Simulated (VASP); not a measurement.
Wanted: the native input for a VASP 6.6.1 run.

```yaml
Task: dielectric tensor
Functional: LDA
Potentials_or_basis: VASP PAW LDA potentials, release 64 (K_sv, Cl)
Cutoff: 520 eV
k_mesh: 7 × 7 × 7
Occupations: gaussian, width 0.01 eV
Spin: no spin polarisation
Dipole_correction: no
Further_INCAR_settings: ALGO = Normal; EDIFF = 1e-08
```

The structure of KCl lies in POSCAR:

```
KCl
1.0
    0.0000000000      3.1464700000      3.1464700000
    3.1464700000      0.0000000000      3.1464700000
    3.1464700000      3.1464700000      0.0000000000
K Cl
1 1
Direct
    0.0000000000      0.0000000000      0.0000000000
    0.5000000000      0.5000000000      0.5000000000
```

These files were run (other wordings do the same):

INCAR

```
PREC = Accurate
ENCUT = 520
EDIFF = 1E-8
ISMEAR = 0
SIGMA = 0.01
LREAL = False
LASPH = True
NELM = 100
ALGO = Normal
ISIF = 2
LWAVE = False
LCHARG = False
GGA = CA
LEPSILON = True
```

KPOINTS

```
Automatic mesh
0
Gamma
  7 7 7
```

Potentials or basis: VASP PAW LDA potentials, release 64 (K_sv, Cl).

Launch:

```sh
$ cat potpaw_LDA.64/K_sv/POTCAR potpaw_LDA.64/Cl/POTCAR > POTCAR
$ mpirun -np 1 vasp_std > vasp.out
```

It gave:

```json
{
 "Band gap on the k mesh": "4.75 eV",
 "Electronic dielectric tensor (diagonal)": "2.40",
 "Born charges (mean of the diagonal)": "K +1.12; Cl -1.12 e"
}
```

Caveat: an odd mesh through Γ misses points on the zone boundary, where band edges can lie.

Wall time 7 min on 1 thread of Intel Xeon 8259CL, on a shared host, peak memory 0.25 GiB.
